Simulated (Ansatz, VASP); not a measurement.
## Two plane-wave programs on AlP7

```
CELL_PARAMETERS angstrom
5.87210 0.00000 0.00000
0.00000 5.87210 0.00000
0.00000 0.00000 5.87210
ATOMIC_POSITIONS crystal
Al 0.00000 0.00000 0.00000
P 0.25262 0.25262 0.25262
P 0.00000 0.50000 0.50000
P 0.50000 0.50000 0.00000
P 0.50000 0.00000 0.50000
P 0.74738 0.25262 0.74738
P 0.74738 0.74738 0.25262
P 0.25262 0.74738 0.74738
```

Change from the starting cell: species swapped into the Si7Ge type (P-43m, No. 215).

Alike in both runs: task relaxation of cell and atoms; functional PBE; k mesh 4 × 4 × 4; occupations gaussian, width 0.1 eV; no spin polarisation.

```csv
,VASP,Ansatz
version,VASP 6.6.1,Ansatz 0.2.0
potentials or method,"VASP PAW PBE potentials, release 64 (Al, P), cutoff 600 eV","scalar-relativistic, plane waves, PAW"
valence electrons in the cell,38,38
```

Ansatz gave:

- gap on the k mesh at the Fermi level, each at its own relaxed structure (eV): none
- relaxed volume (Å³/atom): 20.03
- relaxed cell length with the largest relative difference (Å): 5.431

Q: Estimate VASP's values.

A: gap on the k mesh at the Fermi level, each at its own relaxed structure (eV): none; relaxed volume (Å³/atom): 20.08; relaxed cell length with the largest relative difference (Å): 5.436.

A gap of «none» marks a metal or a gap that the smearing closes.

Noted on VASP's run: the volume moved by over 15 % at a fixed basis, so the end points are rough.
